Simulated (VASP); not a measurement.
The system is ScAl3N4.

```
Sc Al N
1.0
     6.45000    0.00000    0.00000
     0.00000    5.58000    0.00000
     0.00000    0.00000    5.10000
Sc Al N
2 6 8
Direct
  0.00000 0.82800 0.00000
  0.50000 0.17200 0.50000
  0.00000 0.15000 0.50000
  0.50000 0.85000 0.00000
  0.24700 0.32600 0.01000
  0.74700 0.67400 0.51000
  0.25300 0.67400 0.51000
  0.75300 0.32600 0.01000
  0.00000 0.14000 0.88500
  0.00000 0.82200 0.37000
  0.24200 0.33000 0.39500
  0.75800 0.33000 0.39500
  0.50000 0.86000 0.38500
  0.50000 0.17800 0.87000
  0.74200 0.67000 0.89500
  0.25800 0.67000 0.89500
```

```yaml
Program: VASP 6.6.1
Task: relaxation of cell and atoms
Functional: PBE
Potentials_or_basis: VASP PAW PBE potentials, release 64 (Sc_sv, Al, N)
Cutoff: 600 eV
k_mesh: 2 × 2 × 3
Occupations: gaussian, width 0.15 eV
Spin: no spin polarisation
```

At the start: pressure 7.1 GPa; volume 11.47 Å³/atom.

Where does the relaxation end?

Over 12 steps the energy falls by 240.0 meV/atom and the volume is 11.50 Å³/atom (+0.3 %); space group Pmn2_1 (No. 31, to 0.1 Å) before and after.

Step by step:
| step | energy change (eV) | largest force (eV/Å) | pressure (GPa) | volume (Å³) |
| --- | --- | --- | --- | --- |
| 1 | 0.0000 | 6.5279 | 7.05 | 183.55 |
| 2 | -2.7447 | 1.4656 | -10.39 | 197.30 |
| 3 | -3.0459 | 1.2632 | -7.09 | 193.00 |
| 4 | -3.6211 | 0.7223 | 3.34 | 180.83 |
| 5 | -3.6271 | 0.7550 | 2.24 | 181.87 |
| 6 | -3.7586 | 0.2930 | 0.29 | 183.84 |
| 7 | -3.7792 | 0.3995 | -0.75 | 184.96 |
| 8 | -3.8241 | 0.1815 | 0.01 | 184.14 |
| 9 | -3.8285 | 0.2431 | 0.34 | 183.79 |
| 10 | -3.8378 | 0.0919 | -0.16 | 184.27 |
| 11 | -3.8378 | 0.0862 | -0.13 | 184.24 |
| 12 | -3.8402 | 0.0340 | 0.05 | 184.08 |

Final structure:
```yaml
crystal:
  lattice:
    - [6.48012, 0.00000, 0.00000]
    - [0.00000, 5.60762, 0.00000]
    - [0.00000, 0.00000, 5.06573]
  atoms:
    - { symbol: Sc, position: [0.00000, 0.83639, 0.99125] }
    - { symbol: Sc, position: [0.50000, 0.16361, 0.49125] }
    - { symbol: Al, position: [0.00000, 0.17974, 0.50494] }
    - { symbol: Al, position: [0.50000, 0.82026, 0.00494] }
    - { symbol: Al, position: [0.25042, 0.33726, 0.00446] }
    - { symbol: Al, position: [0.75042, 0.66274, 0.50446] }
    - { symbol: Al, position: [0.24958, 0.66274, 0.50446] }
    - { symbol: Al, position: [0.74958, 0.33726, 0.00446] }
    - { symbol: N, position: [0.00000, 0.19599, 0.88103] }
    - { symbol: N, position: [0.00000, 0.84234, 0.41928] }
    - { symbol: N, position: [0.23372, 0.34466, 0.37978] }
    - { symbol: N, position: [0.76628, 0.34466, 0.37978] }
    - { symbol: N, position: [0.50000, 0.80401, 0.38103] }
    - { symbol: N, position: [0.50000, 0.15766, 0.91928] }
    - { symbol: N, position: [0.73372, 0.65534, 0.87978] }
    - { symbol: N, position: [0.26628, 0.65534, 0.87978] }
```

Caveat: the k points lie up to 0.56 Å⁻¹ apart in the final cell; the relaxation stopped at a loose force limit of 0.08 eV/Å, so its end isn't a converged minimum.
